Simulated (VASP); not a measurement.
The system is BP.

```
P B
1.0
     0.00000    2.23833    2.23833
     2.23833    0.00000    2.23833
     2.23833    2.23833    0.00000
P B
1 1
Direct
  0.75000 0.75000 0.75000
  0.00000 0.00000 0.00000
```

Base run:

```yaml
Program: VASP 6.6.1
Functional: r2SCAN
Dispersion: rVV10
Potentials_or_basis: VASP PAW PBE potentials, release 64 (P, B)
Cutoff: 520 eV
k_mesh: 10 × 10 × 10
Occupations: fermi-dirac, width 0.05 eV
Spin: no spin polarisation
```

Its results: band gap on the k mesh 1.36 eV, indirect (least direct gap 3.70 eV); pressure 6.1 GPa.

Task: The run is repeated on the same cell with these changes: dispersion from rVV10 to D3(BJ). What comes out?

Result: Band gap on the k mesh 1.39 eV, indirect (least direct gap 3.71 eV); pressure 4.5 GPa.

Caveats: the PAW data sets were made with another functional, which shifts forces and pressure a little.

A k mesh can miss the band edges.
